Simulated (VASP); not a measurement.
Crystal: CuB5.

```
Cu B
1.0
     3.29647    0.00000    0.00000
    -1.64824    2.85483    0.00000
     0.00000    0.00000    6.40965
Cu B
1 5
Direct
  0.00000 0.00000 0.50000
  0.50000 0.00000 0.00000
  0.00000 0.50000 0.00000
  0.50000 0.50000 0.00000
  0.00000 0.00000 0.81025
  0.00000 0.00000 0.18975
```

The cell was generated, and may not be a known phase.

```yaml
Program: VASP 6.6.1
Task: relaxation of cell and atoms
Functional: PBE
Potentials_or_basis: VASP PAW PBE potentials, release 64 (Cu, B)
Cutoff: 600 eV
k_mesh: 12 × 12 × 6
Occupations: gaussian, width 0.1 eV
Spin: no spin polarisation
```

At the start: pressure 0.1 GPa; volume 10.05 Å³/atom.

Q: Where does the relaxation end?

A: Over 6 steps the energy falls by 2.5 meV/atom and the volume is 10.04 Å³/atom (-0.2 %); space group P6/mmm (No. 191, to 0.1 Å) before and after.

The path:
| step | energy change (eV) | largest force (eV/Å) | pressure (GPa) | volume (Å³) |
| --- | --- | --- | --- | --- |
| 1 | 0.0000 | 0.3290 | 0.12 | 60.32 |
| 2 | -0.0135 | 0.1312 | -0.30 | 60.38 |
| 3 | -0.0146 | 0.0460 | -0.45 | 60.40 |
| 4 | -0.0146 | 0.0393 | -0.47 | 60.40 |
| 5 | -0.0149 | 0.0149 | 0.18 | 60.13 |
| 6 | -0.0150 | 0.0016 | 0.02 | 60.21 |

Final structure:
```
CELL_PARAMETERS angstrom
3.31036 0.00000 0.00000
-1.65518 2.86686 0.00000
0.00000 0.00000 6.34474
ATOMIC_POSITIONS crystal
Cu 0.00000 0.00000 0.50000
B 0.50000 0.00000 0.00000
B 0.00000 0.50000 0.00000
B 0.50000 0.50000 0.00000
B 0.00000 0.00000 0.81401
B 0.00000 0.00000 0.18599
```
